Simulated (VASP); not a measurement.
# MgS (F-43m) in VASP: settings compared, part 2 of 2

VASP 6.6.1. Earlier steps stand in the parts before.

## (3) Single point, PBE0

POSCAR

```
MgS
1.0
    0.0000000000      2.8308768412      2.8308768412
    2.8308768412      0.0000000000      2.8308768412
    2.8308768412      2.8308768412      0.0000000000
Mg S
1 1
Direct
    0.0000000000      0.0000000000      0.0000000000
    0.2500000000      0.2500000000      0.2500000000
```

INCAR.step1

```
SYSTEM = MgS
PREC     = Accurate       ! precision mode
ENCUT    = 520            ! plane-wave cutoff, eV
EDIFF    = 1E-5           ! SCF threshold, eV
ISMEAR   = 0              ! smearing method
SIGMA    = 0.01           ! smearing width, eV
LREAL    = .FALSE.        ! projectors in reciprocal space
LASPH    = .TRUE.         ! aspherical terms in the spheres
NELM     = 80             ! most SCF steps
ALGO     = Normal         ! electronic algorithm
ISIF     = 2              ! what is computed and relaxed
LWAVE    = .TRUE.         ! write WAVECAR
LCHARG   = .FALSE.        ! write CHGCAR
NBANDS   = 11             ! bands
GGA      = PE             ! functional
```

INCAR.step2

```
SYSTEM = MgS
PREC     = Accurate       ! precision mode
ENCUT    = 520            ! plane-wave cutoff, eV
EDIFF    = 1E-6           ! SCF threshold, eV
ISMEAR   = 0              ! smearing method
SIGMA    = 0.01           ! smearing width, eV
LREAL    = .FALSE.        ! projectors in reciprocal space
LASPH    = .TRUE.         ! aspherical terms in the spheres
NELM     = 80             ! most SCF steps
ALGO     = Normal         ! electronic algorithm
ISIF     = 2              ! what is computed and relaxed
LWAVE    = .FALSE.        ! write WAVECAR
LCHARG   = .FALSE.        ! write CHGCAR
GGA      = PE             ! functional
LHFCALC  = .TRUE.         ! exact exchange
AEXX     = 0.25           ! exact-exchange fraction
PRECFOCK = Normal       
NBANDS   = 11             ! bands
ISTART   = 1
```

KPOINTS

```
Automatic mesh
0
G
  6 6 6
  0 0 0
```

Potentials or basis: VASP PAW PBE potentials, release 64 (Mg, S).

Run with:

```sh
$ cat potpaw_PBE.64/Mg/POTCAR potpaw_PBE.64/S/POTCAR > POTCAR
$ cp INCAR.step1 INCAR
$ mpirun -np 1 vasp_std > vasp.out
$ cp INCAR.step2 INCAR
$ mpirun -np 1 vasp_std > vasp.out
```

OUTCAR:

```text
SYSTEM = MgS
   PREC = Accurate
   ENCUT = 520
   EDIFF = 1E-6
   ISMEAR = 0
   LREAL = .FALSE.
   LASPH = .TRUE.
   NELM = 80
   ISIF = 2
   GGA = PE
   LHFCALC = .TRUE.
   AEXX = 0.25
   PRECFOCK = Normal
   ISTART = 1

 ion  position               nearest neighbor table
   1  0.000  0.000  0.000-   2 2.45   2 2.45   2 2.45   2 2.45
   2  0.250  0.250  0.250-   1 2.45   1 2.45   1 2.45   1 2.45

  LATTYP: Found a face centered cubic cell.
 ALAT       =     5.6617536824

  Lattice vectors:

 A1 = (   0.0000000000,   2.8308768412,   2.8308768412)
 A2 = (   2.8308768412,   0.0000000000,   2.8308768412)
 A3 = (   2.8308768412,   2.8308768412,   0.0000000000)

Analysis of symmetry for initial positions (statically):
=====================================================================
 Subroutine PRICEL returns:
 Original cell was already a primitive cell.

 Routine SETGRP: Setting up the symmetry group for a
 face centered cubic supercell.

 Subroutine GETGRP returns: Found 24 space group operations
 (whereof 24 operations were pure point group operations)
 out of a pool of 48 trial point group operations.

The static configuration has the point symmetry T_d .

Analysis of symmetry for dynamics (positions and initial velocities):
=====================================================================
 Subroutine PRICEL returns:
 Original cell was already a primitive cell.

 Routine SETGRP: Setting up the symmetry group for a
 face centered cubic supercell.

 Subroutine GETGRP returns: Found 24 space group operations
 (whereof 24 operations were pure point group operations)
 out of a pool of 48 trial point group operations.

The dynamic configuration has the point symmetry T_d .

 Subroutine INISYM returns: Found 24 space group operations
 (whereof 24 operations are pure point group operations),
 and found     1 'primitive' translations

[... 120 lines left out ...]
   ENCUTFOCK=  -1.0 apply spherical cutoff to Coloumb kernel
   IVDW    =     0    specifies the selected vdW correction
   LEPSILON=     F    determine dielectric tensor
   LRPA    =     F    only Hartree local field effects (RPA)
 non-spin polarized calculation
 Gauss-broadening in eV      SIGMA  =   0.01
  energy-cutoff  :      520.00
  volume of cell :       45.37
 maximum number of plane-waves:      1243
 NGX is ok and might be reduce to    30
  NGX = 24; NGY = 24; NGZ = 24

 number of electron       8.0000001 magnetization

 Free energy of the ion-electron system (eV)
  ---------------------------------------------------
  ext. energy  EPLUGINS =         0.00000000
  ---------------------------------------------------
  free energy    TOTEN  =       -10.40283683 eV

  energy without entropy =      -10.40283683  energy(sigma->0) =      -10.40283683

 E-fermi :   0.0623     XC(G=0):  -6.6437

 val. band max:       -0.0550674652   @ k =   0.0000   0.0000   0.0000
 cond. band min:       5.1523860668   @ k =   0.0000   0.0000   0.0000
 fundamental gap:      5.2074535320
 Fermi energy:         0.0622677038

 k-point     1 :       0.0000    0.0000    0.0000
  band No.  band energies     occupation
      1     -12.5284      2.00000
      2      -0.0551      2.00000
      3      -0.0551      2.00000
      4      -0.0551      2.00000
      5       5.1524      0.00000
      6       9.8893      0.00000
      7       9.8893      0.00000
      8       9.8893      0.00000
      9      12.9192      0.00000
     10      12.9192      0.00000
     11      15.7280      0.00000
[... 197 lines left out ...]
 k-point    16 :      -0.3333    0.5000    0.1667
  band No.  band energies     occupation
      1     -11.5236      2.00000
      2      -2.8060      2.00000
      3      -1.7667      2.00000
      4      -1.4284      2.00000
      5       6.6659      0.00000
      6       8.7153      0.00000
      7      11.3971      0.00000
      8      11.4535      0.00000
      9      14.7324      0.00000
     10      16.0550      0.00000
     11      16.1984      0.00000

------------------------ aborting loop because EDIFF is reached ----------------------------------------

  FORCE on cell =-STRESS in cart. coord.  units (eV):
  Direction    XX          YY          ZZ          XY          YZ          ZX
  --------------------------------------------------------------------------------------
  -------------------------------------------------------------------------------------
  Total       -0.0643907     -0.0643907     -0.0643907     -0.0000000      0.0000000      0.0000000
  in kB       -2.2737405     -2.2737405     -2.2737405     -0.0000000      0.0000000      0.0000000
  external PRESSURE =      -2.2737405 kB  Pullay stress =       0.0000000 kB

 VOLUME and BASIS-vectors are now :
 -----------------------------------------------------------------------------
  energy-cutoff  :      520.00
  volume of cell :       45.37
      direct lattice vectors                 reciprocal lattice vectors
     0.000000000  2.830876841  2.830876841    -0.176623721  0.176623721  0.176623721
     2.830876841  0.000000000  2.830876841     0.176623721 -0.176623721  0.176623721
     2.830876841  2.830876841  0.000000000     0.176623721  0.176623721 -0.176623721

 POSITION                                       TOTAL-FORCE (eV/Angst)
 -----------------------------------------------------------------------------------
      0.00000      0.00000      0.00000         0.000000      0.000000      0.000000
      1.41544      1.41544      1.41544        -0.000000     -0.000000     -0.000000
 -----------------------------------------------------------------------------------
    total drift:                               -0.000000      0.000001      0.000001

  FREE ENERGIE OF THE ION-ELECTRON SYSTEM (eV)
  ---------------------------------------------------
  free  energy   TOTEN  =       -10.4028368290 eV

  energy  without entropy=      -10.4028368290  energy(sigma->0) =      -10.40283683
```

OSZICAR.step1:

```text
N       E                     dE             d eps       ncg     rms          rms(c)
DAV:   1     0.252995353153E+02    0.25300E+02   -0.34579E+03   368   0.581E+02
DAV:   2    -0.681853706208E+01   -0.32118E+02   -0.30987E+02   427   0.101E+02
DAV:   3    -0.897205407939E+01   -0.21535E+01   -0.21497E+01   446   0.279E+01
DAV:   4    -0.898766716267E+01   -0.15613E-01   -0.15610E-01   439   0.278E+00
DAV:   5    -0.898786434631E+01   -0.19718E-03   -0.19718E-03   438   0.311E-01    0.404E+00
DAV:   6    -0.849776324322E+01    0.49010E+00   -0.12336E+00   382   0.412E+00    0.310E+00
DAV:   7    -0.846314919308E+01    0.34614E-01   -0.27080E-01   415   0.211E+00    0.242E+00
DAV:   8    -0.847079940102E+01   -0.76502E-02   -0.23211E-02   391   0.917E-01    0.134E+00
DAV:   9    -0.846993159723E+01    0.86780E-03   -0.23460E-03   394   0.239E-01    0.434E-01
DAV:  10    -0.847014696916E+01   -0.21537E-03   -0.69319E-04   400   0.123E-01    0.958E-02
DAV:  11    -0.847014972335E+01   -0.27542E-05   -0.57660E-05   418   0.305E-02
   1 F= -.84701497E+01 E0= -.84701497E+01  d E =-.170076E-18
```

It took 13 min on 1 thread of Intel Xeon 6975P-C (Granite Rapids), shared host; peak memory 0.19 GiB.

What came out:

```
Free energy            : -10.4028 eV
Pressure               : -0.2 GPa
Band gap on the k mesh : 5.21 eV, direct
```

Levels at points of the mesh, in eV from the valence-band top:
```csv
k point,band 2,band 3,band 4,band 5,band 6,band 7
"(0.00, 0.00, 0.00)",0.00,0.00,0.00,5.21,9.94,9.94
"(0.50, 0.00, 0.00)",-3.44,-0.37,-0.37,6.96,9.58,9.58
"(0.50, 0.50, 0.00)",-3.09,-1.14,-1.14,5.56,7.49,13.39
```

Caveat: the PAW data sets were made with another functional, which shifts forces and pressure a little. A k mesh can miss the band edges.
